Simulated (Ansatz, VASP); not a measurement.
## Si2C in VASP and in Ansatz

INCAR

```
SYSTEM = Si2C
ALGO = Normal
EDIFF = 1E-6
ENCUT = 520
GGA = PE
ISIF = 2
ISMEAR = 0
ISPIN = 2
LASPH = .TRUE.
LCHARG = .FALSE.
LORBIT = 11
LREAL = .FALSE.
LWAVE = .FALSE.
MAGMOM = 0 0 1
NBANDS = 17
NELM = 150
PREC = Accurate
SIGMA = 0.1
```

KPOINTS

```
k-points
0
G
  6 6 6
  0 0 0
```

Contents of POSCAR:

```
Si2C
1.0
    3.4877465956      0.0000000000      0.0000000000
    0.0000000000      3.4877465956      0.0000000000
    0.0000000000      0.0000000000      2.9126673061
Si C
2 1
Direct
    0.5000000000      0.0000000000      0.5000000000
    0.0000000000      0.5000000000      0.5000000000
    0.0000000000      0.0000000000      0.0000000000
```

Input for Ansatz:

```yaml
crystal:
  lattice:
    - [3.4877465956, 0.0, 0.0]
    - [0.0, 3.4877465956, 0.0]
    - [0.0, 0.0, 2.9126673061]
  atoms:
    - { symbol: Si, position: [0.5, 0.0, 0.5] }
    - { symbol: Si, position: [0.0, 0.5, 0.5] }
    - { symbol: C, position: [0.0, 0.0, 0.0], spin: 1.0 }
basis:
  ecutwfc: 420
kpoints:
  mp_grid: { grid: [6, 6, 6] }
hamiltonian:
  xc: pbe
scf:
  occupations: { method: gaussian, width: 0.1 }
  lower_state_search: "off"
output:
  forces: true
  stress: true
  eigenvalues: true
  populations: true
magnetization:
  spin_polarized: true
```

Alike in both runs: task single point; functional PBE; k mesh 6 × 6 × 6; occupations gaussian, width 0.1 eV; collinear spin.

|  | VASP | Ansatz |
| --- | --- | --- |
| version | VASP 6.6.1 | Ansatz 0.2.0 |
| potentials or method | VASP PAW PBE potentials, release 64 (Si, C), cutoff 520 eV | scalar-relativistic, plane waves, PAW |
| valence electrons in the cell | 12 | 12 |

|  | VASP | Ansatz | Ansatz less VASP |
| --- | --- | --- | --- |
| gap on the k mesh at the Fermi level (eV) | none | none | - |
| pressure (GPa) | -0.1 | -0.1 | 0.00 |
| net moment per atom (μB) | 0.00 | 0.00 | 0.000 |

A gap of «none» marks a metal or a gap that the smearing closes. Ansatz's warnings: seeded moment not kept.
